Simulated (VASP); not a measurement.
# CdSe in VASP: a series of runs, part 2 of 2

VASP 6.6.1.

### 5 Single point, PBEsol (equal xy, yz and zx engineering shears of +0.5 %)

INCAR

```
ALGO = Normal ; EDIFF = 1E-7
ENCUT = 520 ; GGA = PS
ISIF = 2 ; ISMEAR = 0
LASPH = True ; LCHARG = False
LREAL = False ; LWAVE = False
NBANDS = 16 ; NELM = 80
PREC = Accurate ; SIGMA = 0.01
```

KPOINTS

```
k-points
0
Gamma
  6 6 6
```

POSCAR

```
CdSe
1.0
    0.0152067354      3.0489504429      3.0489504429
    3.0489504429      0.0152067354      3.0489504429
    3.0489504429      3.0489504429      0.0152067354
Cd Se
1 1
Direct
   -0.0005012056     -0.0005012056     -0.0005012056
    0.7505012056      0.7505012056      0.7505012056
```

Potentials or basis: VASP PAW PBE potentials, release 64 (Cd, Se).

Command:

```console
cat potpaw_PBE.64/Cd/POTCAR potpaw_PBE.64/Se/POTCAR > POTCAR
mpirun -np 1 vasp_std > vasp.out
```

OUTCAR:

```text
EDIFF = 1E-7
   ENCUT = 520
   GGA = PS
   ISIF = 2
   ISMEAR = 0
   LASPH = True
   LREAL = False
   NELM = 80
   PREC = Accurate

 ion  position               nearest neighbor table
   1  0.999  0.999  0.999-   2 2.63   2 2.63   2 2.63   2 2.64
   2  0.751  0.751  0.751-   1 2.63   1 2.63   1 2.63   1 2.64

  LATTYP: Found a trigonal (rhomboedric) cell.
 ALAT       =     4.3118938822
 COS(alpha) =     0.5049812504

  Lattice vectors:

 A1 = (   0.0152067354,   3.0489504429,   3.0489504429)
 A2 = (   3.0489504429,   0.0152067354,   3.0489504429)
 A3 = (   3.0489504429,   3.0489504429,   0.0152067354)

Analysis of symmetry for initial positions (statically):
=====================================================================
 Subroutine PRICEL returns:
 Original cell was already a primitive cell.

 Routine SETGRP: Setting up the symmetry group for a
 trigonal (rhombohedral) supercell.

 Subroutine GETGRP returns: Found  6 space group operations
 (whereof  6 operations were pure point group operations)
 out of a pool of 12 trial point group operations.

The static configuration has the point symmetry C_3v.

Analysis of symmetry for dynamics (positions and initial velocities):
=====================================================================
 Subroutine PRICEL returns:
 Original cell was already a primitive cell.

 Routine SETGRP: Setting up the symmetry group for a
 trigonal (rhombohedral) supercell.

 Subroutine GETGRP returns: Found  6 space group operations
 (whereof  6 operations were pure point group operations)
 out of a pool of 12 trial point group operations.

The dynamic configuration has the point symmetry C_3v.

 Subroutine INISYM returns: Found  6 space group operations
 (whereof  6 operations are pure point group operations),
 and found     1 'primitive' translations

----------------------------------------------------------------------------------------

                                     Primitive cell

  volume of cell :      56.2626
[... 103 lines left out ...]
   EFERMI =   0.00;   METHOD = LEGACY
   ISMEAR =     0;   SIGMA  =   0.01  broadening in eV -4-tet -1-fermi 0-gaus
   EFERMI_NEDOS =   21; number of points for ismear=-14 and -15
   IALGO  =     38    algorithm
   IMIX   =      4    mixing-type and parameters
     AMIX     =   0.40;   BMIX     =  1.00
     AMIX_MAG =   1.60;   BMIX_MAG =  1.00
  volume/ion in A,a.u.               =      28.13       189.84
  Fermi-wavevector in a.u.,A,eV,Ry     =   1.119676  2.115881 17.057277  1.253674
  Thomas-Fermi vector in A             =   2.256317
   LORBIT       =      0    0 simple, 1 ext, 2 COOP (PROOUT), +10 PAW based schemes
   GGA     = PS    functional components
   LHFCALC =     F    Hartree Fock is set to
   AEXX    =    0.0000 exact exchange contribution
   IVDW    =     0    specifies the selected vdW correction
   LEPSILON=     F    determine dielectric tensor
   LRPA    =     F    only Hartree local field effects (RPA)
 non-spin polarized calculation
 Gauss-broadening in eV      SIGMA  =   0.01
  energy-cutoff  :      520.00
  volume of cell :       56.26
 maximum number of plane-waves:      1528
   NGX = 17   NGY = 17   NGZ = 17

 number of electron      18.0000002 magnetization

 Free energy of the ion-electron system (eV)
  ---------------------------------------------------
  ext. energy  EPLUGINS =         0.00000000
  ---------------------------------------------------
  free energy    TOTEN  =        -6.17221800 eV

  energy without entropy =       -6.17221800  energy(sigma->0) =       -6.17221800

 E-fermi :   0.8738     XC(G=0):  -9.0971

 val. band max:        0.8262223281   @ k =   0.0000   0.0000   0.0000
 cond. band min:       1.2949135446   @ k =   0.0000   0.0000   0.0000
 fundamental gap:      0.4686912165
 Fermi energy:         0.8738006796

 k-point     1 :       0.0000    0.0000    0.0000
  band No.  band energies     occupation
      1     -11.8074      2.00000
      2      -7.1036      2.00000
      3      -7.1004      2.00000
      4      -7.1004      2.00000
      5      -6.7207      2.00000
      6      -6.7207      2.00000
[... 433 lines left out ...]
      3      -6.8910      2.00000
      4      -6.7860      2.00000
      5      -6.6929      2.00000
      6      -6.2652      2.00000
[... 8 lines left out ...]
     15      13.5355      0.00000
     16      13.7086      0.00000

 [... further k-points ...]
[... 5 lines left out ...]
  --------------------------------------------------------------------------------------
  -------------------------------------------------------------------------------------
  Total        0.1139560      0.1139560      0.1139560     -0.0418639     -0.0418639     -0.0418639
  in kB        3.2450977      3.2450977      3.2450977     -1.1921475     -1.1921475     -1.1921475
  external PRESSURE =       3.2450977 kB  Pullay stress =       0.0000000 kB

 VOLUME and BASIS-vectors are now :
 -----------------------------------------------------------------------------
  energy-cutoff  :      520.00
  volume of cell :       56.26
      direct lattice vectors                 reciprocal lattice vectors
     0.015206735  3.048950443  3.048950443    -0.165222850  0.164402885  0.164402885
     3.048950443  0.015206735  3.048950443     0.164402885 -0.165222850  0.164402885
     3.048950443  3.048950443  0.015206735     0.164402885  0.164402885 -0.165222850

 POSITION                                       TOTAL-FORCE (eV/Angst)
 -----------------------------------------------------------------------------------
      6.11004      6.11004      6.11004        -0.001587     -0.001587     -0.001587
      4.58789      4.58789      4.58789         0.001587      0.001587      0.001587
 -----------------------------------------------------------------------------------
    total drift:                                0.000245      0.000245      0.000245

  FREE ENERGIE OF THE ION-ELECTRON SYSTEM (eV)
  ---------------------------------------------------
  free  energy   TOTEN  =        -6.1722180004 eV

  energy  without entropy=       -6.1722180004  energy(sigma->0) =       -6.17221800
```

Wall time 20 s (1 thread of Intel Xeon 6975P-C, shared host); peak memory 0.19 GiB.

What came out:

```
Free energy            : -6.1722 eV
Pressure               : 0.3 GPa
Band gap on the k mesh : 0.47 eV, direct
```

Forces in eV/Å, atoms in the order of the input:
```
Cd  -0.002 -0.002 -0.002
Se   0.002  0.002  0.002
```

Levels at points of the mesh, in eV from the valence-band top:
| k point | band 6 | band 7 | band 8 | band 9 | band 10 | band 11 | band 12 | band 13 |
| --- | --- | --- | --- | --- | --- | --- | --- | --- |
| (0.00, 0.00, 0.00) | -7.55 | -0.03 | 0.00 | 0.00 | 0.47 | 5.79 | 5.87 | 5.87 |
| (0.50, 0.00, 0.00) | -7.25 | -4.46 | -0.79 | -0.76 | 2.26 | 6.33 | 6.34 | 7.27 |
| (0.50, 0.50, 0.00) | -7.19 | -4.14 | -1.91 | -1.87 | 2.98 | 3.66 | 8.96 | 10.11 |
| (0.50, 0.50, 0.50) | -7.26 | -4.48 | -0.75 | -0.75 | 2.32 | 6.39 | 6.39 | 7.25 |

Caveat: the cell differs from its parent crystal (equal xy, yz and zx engineering shears of +0.5 %); the PAW data sets were made with another functional, which shifts forces and pressure a little.

### 6 The runs side by side

```tsv
cell	gap on the mesh (eV)	pressure (GPa)
a = 4.290, b = 4.290, c = 4.301 Å, angles 59.9, 59.9, 60.2°, 2 atoms	0.48	0.6
a = 4.312, b = 4.312, c = 4.301 Å, angles 60.1, 60.1, 59.8°, 2 atoms	0.46	0.1
a = 4.290 Å, angles 60.3°, 2 atoms	0.46	0.3
a = 4.312 Å, angles 59.7°, 2 atoms	0.47	0.3
```

Alike in all rows: task single point; level PBEsol; potentials or basis VASP PAW PBE potentials, release 64 (Cd, Se); no spin polarisation; k mesh 6 × 6 × 6; cutoff (eV) 520; smearing gaussian 0.01 eV.

Caveats: the PAW data sets were made with another functional, which shifts forces and pressure a little.

Total energies depend on the potentials used, so only differences within one code and one set of settings carry meaning.
